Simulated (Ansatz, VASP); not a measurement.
**KI: VASP beside Ansatz**

```
K I
1.0
    -0.01706    3.40295    3.40295
     3.40295   -0.01706    3.40295
     3.40295    3.40295   -0.01706
K I
1 1
Cartesian
  0.0000 0.0000 0.0000
  3.3944 3.3944 3.3944
```

Change from the starting cell: equal xy, yz and zx engineering shears of -0.5 %.

Alike in both runs: functional LDA; k mesh 6 × 6 × 6; no spin polarisation.

Ansatz relaxed the structure, and its values are those at the end. VASP's run is a single point on that final structure, the one shown.

|  | VASP | Ansatz |
| --- | --- | --- |
| version | VASP 6.6.1 | Ansatz 0.2.0 |
| potentials or method | VASP PAW LDA potentials, release 64 (K_sv, I), cutoff 520 eV | all-electron LAPW, scalar-relativistic |
| occupations | gaussian, width 0.01 eV | fixed |

Ansatz gave:

| Quantity | Value |
| --- | --- |
| gap on the k mesh at the Fermi level (eV) | 3.85 |
| pressure (GPa) | 0.0 |

Question: What did VASP give for the same quantities?

Answer: gap on the k mesh at the Fermi level (eV): 3.86; pressure (GPa): 0.0.

LDA's correlation is that of Perdew and Zunger in VASP and of Perdew and Wang (1992) in Ansatz. Ansatz ran all-electron here, and VASP with PAW potentials.

Spin-orbit coupling is off throughout.
